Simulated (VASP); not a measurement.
# Ta (Im-3m) in VASP: further runs

Runs on Ta. Level: PBE. Tasks: single point.

All numbers are computed with VASP 6.6.1; they aren't measurements. Logs are shortened: lines on timing, memory, paths and dates and some standing lists are left out, and cuts for length are marked.

### 1 The cell of the first run

It takes space group Im-3m (No. 229, cubic). The conventional cell has a = 3.235 Å, b = 3.235 Å, c = 3.235 Å, α = 90.00°, β = 90.00°, γ = 90.00°. Within 3.7 Å of Ta (site symmetry m-3m) lie 14 Ta at 2.80 to 3.24 Å.

### 2 Single point, PBE (volume scaled by 0.94)

Input file INCAR:

```
SYSTEM = Ta
PREC = Accurate ; ENCUT = 520
EDIFF = 1E-6 ; ISMEAR = -1
SIGMA = 0.08 ; LREAL = .FALSE.
LASPH = .TRUE. ; NELM = 60
ALGO = Normal ; ISIF = 2
LWAVE = .FALSE. ; LCHARG = .FALSE.
GGA = PE ; NBANDS = 12
```

Input file KPOINTS:

```
regular mesh
0
G
  17 17 17
  0 0 0
```

Input file POSCAR:

```
Ta
1.0
   -1.6175709496      1.6175709496      1.6175709496
    1.6175709496     -1.6175709496      1.6175709496
    1.6175709496      1.6175709496     -1.6175709496
Ta
1
Direct
    0.0000000000      0.0000000000      0.0000000000
```

Potentials or basis: VASP PAW PBE potentials, release 64 (Ta_pv).

On the command line:

```console
$ cat potpaw_PBE.64/Ta_pv/POTCAR > POTCAR
$ mpirun -np 1 vasp_std > vasp.out
```

OUTCAR:

```text
SYSTEM = Ta
   PREC = Accurate
   ENCUT = 520
   EDIFF = 1E-6
   ISMEAR = -1
   LREAL = .FALSE.
   LASPH = .TRUE.
   NELM = 60
   ISIF = 2
   GGA = PE

 ion  position               nearest neighbor table
   1  0.000  0.000  0.000-

  LATTYP: Found a body centered cubic cell.
 ALAT       =     3.2351418992

  Lattice vectors:

 A1 = (  -1.6175709496,   1.6175709496,   1.6175709496)
 A2 = (   1.6175709496,  -1.6175709496,   1.6175709496)
 A3 = (   1.6175709496,   1.6175709496,  -1.6175709496)

Analysis of symmetry for initial positions (statically):
=====================================================================
 Subroutine PRICEL returns:
 Original cell was already a primitive cell.

 Routine SETGRP: Setting up the symmetry group for a
 body centered cubic supercell.

 Subroutine GETGRP returns: Found 48 space group operations
[... 9 lines left out ...]

 Routine SETGRP: Setting up the symmetry group for a
 body centered cubic supercell.

 Subroutine GETGRP returns: Found 48 space group operations
[... 11 lines left out ...]
                                     Primitive cell

  volume of cell :      16.9297

  direct lattice vectors                    reciprocal lattice vectors
    -1.617570950  1.617570950  1.617570950     0.000000000  0.309105452  0.309105452
     1.617570950 -1.617570950  1.617570950     0.309105452  0.000000000  0.309105452
     1.617570950  1.617570950 -1.617570950     0.309105452  0.309105452  0.000000000

  length of vectors
     2.801715070  2.801715070  2.801715070     0.437141123  0.437141123  0.437141123

  position of ions in fractional coordinates (direct lattice)
     0.000000000  0.000000000  0.000000000

  ion indices of the primitive-cell ions
   primitive index   ion index
                 1           1

----------------------------------------------------------------------------------------

 KPOINTS: regular mesh

Automatic generation of k-mesh.
 Grid dimensions read from file:
 generate k-points for:   17   17   17

 Generating k-lattice:

  Cartesian coordinates                     Fractional coordinates (reciprocal lattice)
     0.000000000  0.018182674  0.018182674     0.058823529  0.000000000  0.000000000
     0.018182674  0.000000000  0.018182674     0.000000000  0.058823529  0.000000000
     0.018182674  0.018182674  0.000000000     0.000000000  0.000000000  0.058823529

  Length of vectors
[... 53 lines left out ...]
   ENCUT  =  520.0 eV  38.22 Ry    6.18 a.u.   5.21  5.21  5.21*2*pi/ulx,y,z
   NELM   =     60;   NELMIN=  2; NELMDL= -5     # of ELM steps
   EDIFF  = 0.1E-05   stopping-criterion for ELM
   LREAL  =      F    real-space projection
   EDIFFG = 0.1E-04   stopping-criterion for IOM
   NSW    =      0    number of steps for IOM
   IBRION =     -1    ionic relax: 0-MD 1-quasi-New 2-CG
   NFREE  =      0    steps in history (QN), initial steepest desc. (CG)
   ISIF   =      2    stress and relaxation
   ISYM   =      2    0-nonsym 1-usesym 2-fastsym
   POTIM  = 0.5000    time-step for ionic-motion
   TEBEG  =    0.0;   TEEND  =   0.0 temperature during run
   PSTRESS=    0.0 pullay stress
   NELECT =      11.0000    total number of electrons
   NUPDOWN=      -1.0000    fix difference up-down
   EMIN   =  10.00;   EMAX   =-10.00  energy-range for DOS
   EFERMI =   0.00;   METHOD = LEGACY
   ISMEAR =    -1;   SIGMA  =   0.08  broadening in eV -4-tet -1-fermi 0-gaus
   EFERMI_NEDOS =   21; number of points for ismear=-14 and -15
   IALGO  =     38    algorithm
   IMIX   =      4    mixing-type and parameters
     AMIX     =   0.40;   BMIX     =  1.00
     AMIX_MAG =   1.60;   BMIX_MAG =  1.00
  volume/ion in A,a.u.               =      16.93       114.25
  Fermi-wavevector in a.u.,A,eV,Ry     =   1.417933  2.679505 27.354977  2.010534
  Thomas-Fermi vector in A             =   2.539111
   LORBIT       =      0    0 simple, 1 ext, 2 COOP (PROOUT), +10 PAW based schemes
   GGA     = PE    functional components
   LHFCALC =     F    Hartree Fock is set to
   AEXX    =    0.0000 exact exchange contribution
   IVDW    =     0    specifies the selected vdW correction
   LEPSILON=     F    determine dielectric tensor
   LRPA    =     F    only Hartree local field effects (RPA)
 non-spin polarized calculation
  energy-cutoff  :      520.00
  volume of cell :       16.93
 maximum number of plane-waves:       468
 NGX is ok and might be reduce to    24
   NGX = 11   NGY = 11   NGZ = 11

 number of electron      10.9999998 magnetization

 Free energy of the ion-electron system (eV)
  ---------------------------------------------------
  ext. energy  EPLUGINS =         0.00000000
  ---------------------------------------------------
  free energy    TOTEN  =       -11.75532321 eV

  energy without entropy =      -11.72927297  energy(sigma->0) =      -11.74229809

 E-fermi :   5.9912     XC(G=0): -12.9383

 val. band max:        5.9714218633   @ k =   0.1765   0.0588  -0.0000
 cond. band min:       6.0015153893   @ k =  -0.3529   0.4118   0.0588
 fundamental gap:      0.0300935260
 Fermi energy:         5.9911585081

 k-point     1 :       0.0000    0.0000    0.0000
  band No.  band energies     occupation
      1     -26.8213      2.00000
      2     -26.8213      2.00000
      3     -26.8213      2.00000
      4      -2.1494      2.00000
      5       6.7309      0.00019
      6       6.7309      0.00019
      7       6.7309      0.00019
      8      10.2284      0.00000
      9      10.2284      0.00000
     10      20.9109      0.00000
     11      21.3045      0.00000
     12      21.3045      0.00000
[... 331 lines left out ...]
 k-point    24 :       0.1765    0.1765    0.0000
  band No.  band energies     occupation
      1     -27.7523      2.00000
      2     -27.1293      2.00000
      3     -26.9181      2.00000
      4       1.2809      2.00000
      5       5.0174      1.99999
      6       5.3280      1.99950
      7       9.1870      0.00000
      8      11.0177      0.00000
      9      11.1953      0.00000
     10      20.8903      0.00000
     11      21.3639      0.00000
     12      23.4726      0.00000

 [... further k-points ...]
[... 5 lines left out ...]
  --------------------------------------------------------------------------------------
  -------------------------------------------------------------------------------------
  Total        1.8825630      1.8825630      1.8825630      0.0000000      0.0000000      0.0000000
  in kB      178.1599504    178.1599504    178.1599504      0.0000000      0.0000000      0.0000000
  external PRESSURE =     178.1599504 kB  Pullay stress =       0.0000000 kB

 VOLUME and BASIS-vectors are now :
 -----------------------------------------------------------------------------
  energy-cutoff  :      520.00
  volume of cell :       16.93
      direct lattice vectors                 reciprocal lattice vectors
    -1.617570950  1.617570950  1.617570950     0.000000000  0.309105452  0.309105452
     1.617570950 -1.617570950  1.617570950     0.309105452  0.000000000  0.309105452
     1.617570950  1.617570950 -1.617570950     0.309105452  0.309105452  0.000000000

 POSITION                                       TOTAL-FORCE (eV/Angst)
 -----------------------------------------------------------------------------------
      0.00000      0.00000      0.00000        -0.000000      0.000000     -0.000000
 -----------------------------------------------------------------------------------
    total drift:                               -0.000000      0.000000      0.000000

  FREE ENERGIE OF THE ION-ELECTRON SYSTEM (eV)
  ---------------------------------------------------
  free  energy   TOTEN  =       -11.7553232062 eV

  energy  without entropy=      -11.7292729653  energy(sigma->0) =      -11.74229809
```

OSZICAR:

```text
N       E                     dE             d eps       ncg     rms          rms(c)
DAV:   1     0.619486050078E+02    0.61949E+02   -0.61067E+03  3976   0.884E+02
DAV:   2    -0.111672642842E+02   -0.73116E+02   -0.71269E+02  4428   0.248E+02
DAV:   3    -0.121689637576E+02   -0.10017E+01   -0.99121E+00  4708   0.275E+01
DAV:   4    -0.121712598585E+02   -0.22961E-02   -0.22960E-02  4340   0.147E+00
DAV:   5    -0.121712664605E+02   -0.66019E-05   -0.66021E-05  4664   0.753E-02    0.151E+01
DAV:   6    -0.118575114804E+02    0.31375E+00   -0.24582E-01  4596   0.538E+00    0.759E+00
DAV:   7    -0.117564849738E+02    0.10103E+00   -0.23513E-01  4584   0.494E+00    0.392E-01
DAV:   8    -0.117553662683E+02    0.11187E-02   -0.55383E-03  4184   0.708E-01    0.135E-01
DAV:   9    -0.117553292690E+02    0.36999E-04   -0.11884E-04  4600   0.124E-01    0.282E-02
DAV:  10    -0.117553234431E+02    0.58259E-05   -0.32779E-06  4376   0.206E-02    0.303E-03
DAV:  11    -0.117553232062E+02    0.23690E-06   -0.74014E-08  2276   0.306E-03
   1 F= -.11755323E+02 E0= -.11742298E+02  d E =-.260502E-01
```

Run time: 61 s. Hardware: 1 thread of AMD EPYC 7R13, shared host; peak memory 0.13 GiB.

What came out:

```
Free energy : -11.7553 eV
Pressure    : 17.8 GPa
```

Caveat: spin-orbit coupling is left out, which moves the levels of the heavy elements.

(Part 1 of 2 ends here.)
